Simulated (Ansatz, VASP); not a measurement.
**Ag in VASP and in Ansatz**

```
Ag
1.0
     2.92863    0.00000    0.00000
    -1.46432    2.53627    0.00000
     0.00000    0.00000    9.66275
Ag
4
Cartesian
  0.0000 1.6908 2.4157
  1.4643 0.8454 7.2471
  0.0000 0.0000 0.0000
  1.4643 2.5363 4.8314
```

Alike in both runs: task single point; functional RPBE; k mesh 14 × 14 × 4; occupations fermi-dirac, width 0.1 eV; no spin polarisation.

|  | VASP | Ansatz |
| --- | --- | --- |
| version | VASP 6.6.1 | Ansatz 0.2.0 |
| potentials or method | VASP PAW PBE potentials, release 64 (Ag), cutoff 520 eV | plane waves (420 eV) with PAW, scalar-relativistic |
| valence electrons in the cell | 44 | 76 |

Ansatz gave:

* pressure (GPa): 3.5
* traceless stress, the component that is largest in VASP (GPa): -0.80

Which values does VASP return?

Pressure (GPa): 3.4; traceless stress, the component that is largest in VASP (GPa): -0.80.

VASP's potentials were made for PBE, not for RPBE. The functional is the same, so the differences come from potentials, cutoffs and numerics. VASP's potentials hold 44 valence electrons a cell and Ansatz's 76, so a difference there can come from the potentials and not from the codes.
